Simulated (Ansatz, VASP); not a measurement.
## One calculation of ScBPt3, two programs

INCAR

```
SYSTEM = ScBPt3
PREC = Accurate
ENCUT = 520
EDIFF = 1E-6
ISMEAR = -1
SIGMA = 0.1
LREAL = .FALSE.
LASPH = .TRUE.
NELM = 60
ALGO = Normal
ISIF = 2
LWAVE = .FALSE.
LCHARG = .FALSE.
GGA = PE
NBANDS = 30
```

The input KPOINTS:

```
regular mesh
0
G
  8 8 8
  0 0 0
```

File POSCAR:

```
ScBPt3
1.0
    4.2479488133      0.0000000000      0.0000000000
    0.0000000000      4.2479488133      0.0000000000
    0.0000000000      0.0000000000      4.2907130793
Sc B Pt
1 1 3
Direct
    0.0000000000      0.0000000000      0.0000000000
    0.5000000000      0.5000000000      0.5000000000
    0.0000000000      0.5000000000      0.5000000000
    0.5000000000      0.5000000000      0.0000000000
    0.5000000000      0.0000000000      0.5000000000
```

Input for Ansatz:

```yaml
crystal:
  lattice:
    - [4.247948813333333, 0.0, 0.0]
    - [0.0, 4.247948813333333, 0.0]
    - [0.0, 0.0, 4.290713079272043]
  atoms:
    - { symbol: Sc, position: [0.0, 0.0, 0.0] }
    - { symbol: B, position: [0.5, 0.5, 0.5] }
    - { symbol: Pt, position: [0.0, 0.5, 0.5] }
    - { symbol: Pt, position: [0.5, 0.5, 0.0] }
    - { symbol: Pt, position: [0.5, 0.0, 0.5] }
basis:
  ecutwfc: 520.0
kpoints:
  mp_grid:
    grid: [8, 8, 8]
hamiltonian:
  xc: pbe
scf:
  occupations:
    method: fermi_dirac
    width: 0.1
output:
  stress: true
```

Alike in both runs: task single point; functional PBE; k mesh 8 × 8 × 8; occupations fermi-dirac, width 0.1 eV; no spin polarisation.

|  | VASP | Ansatz |
| --- | --- | --- |
| version | VASP 6.6.1 | Ansatz 0.2.0 |
| potentials or method | VASP PAW PBE potentials, release 64 (Sc_sv, B, Pt), cutoff 520 eV | plane waves, PAW |
| valence electrons in the cell | 44 | 68 |

```csv
,VASP,Ansatz,Ansatz less VASP
pressure (GPa),-0.9,-0.9,-0.03
"traceless stress, the component that is largest in VASP (GPa)",-0.99,-0.97,+0.016
```

The functional is the same, so the differences come from potentials, cutoffs and numerics. VASP's potentials hold 44 valence electrons a cell and Ansatz's 68, so a difference there can come from the potentials and not from the codes.

Spin-orbit coupling is off throughout.
